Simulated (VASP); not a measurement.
A run of VASP 6.6.1 is set up as follows.

Contents of INCAR:

```
PREC = Accurate
ENCUT = 520
EDIFF = 1E-7
ISMEAR = 0
SIGMA = 0.1
LREAL = F
LASPH = T
NELM = 60
ALGO = Normal
ISIF = 2
LWAVE = F
LCHARG = T
GGA = PE
LELF = T
LVHAR = T
NBANDS = 46
```

The input KPOINTS:

```
Automatic mesh
0
Gamma
  3 3 1
```

POSCAR

```
Mg2CdTe3
1.0
    4.6332198300      0.0000000000      0.0000000000
   -2.3166099150      4.0124860741      0.0000000000
    0.0000000000      0.0000000000     22.6325776000
Mg Cd Te
4 2 6
Direct
    0.3333333333      0.6666666667      0.4996980000
    0.3333333333      0.6666666667      0.9996980000
    0.6666666667      0.3333333333      0.3346260000
    0.6666666667      0.3333333333      0.8346260000
    0.0000000000      0.0000000000      0.1660450000
    0.0000000000      0.0000000000      0.6660450000
    0.0000000000      0.0000000000      0.0395865000
    0.0000000000      0.0000000000      0.5395865000
    0.6666666667      0.3333333333      0.2100990000
    0.6666666667      0.3333333333      0.7100990000
    0.3333333333      0.6666666667      0.3749455000
    0.3333333333      0.6666666667      0.8749455000
```

Potentials or basis: VASP PAW PBE potentials, release 64 (Mg, Cd, Te).

Launch:

```sh
$ cat potpaw_PBE.64/Mg/POTCAR potpaw_PBE.64/Cd/POTCAR potpaw_PBE.64/Te/POTCAR > POTCAR
$ mpirun -np 1 vasp_std > vasp.out
```

What does it give for the band gap on the k mesh?

1.43 eV.

Estimate the pressure.

0.3 GPa.

Predict the largest force.

0.090 eV/Å.

Forces in eV/Å, atoms in the order of the input:
```
Mg   0.000  0.000 -0.003
Mg   0.000  0.000 -0.003
Mg   0.000  0.000 -0.020
Mg   0.000  0.000 -0.020
Cd   0.000  0.000 -0.043
Cd   0.000  0.000 -0.043
Te   0.000  0.000 -0.026
Te   0.000  0.000 -0.026
Te   0.000  0.000  0.090
Te   0.000  0.000  0.090
Te   0.000  0.000  0.002
Te   0.000  0.000  0.002
```

Caveat: the k points lie up to 0.52 Å⁻¹ apart; spin-orbit coupling is left out, which moves the levels of the heavy elements.
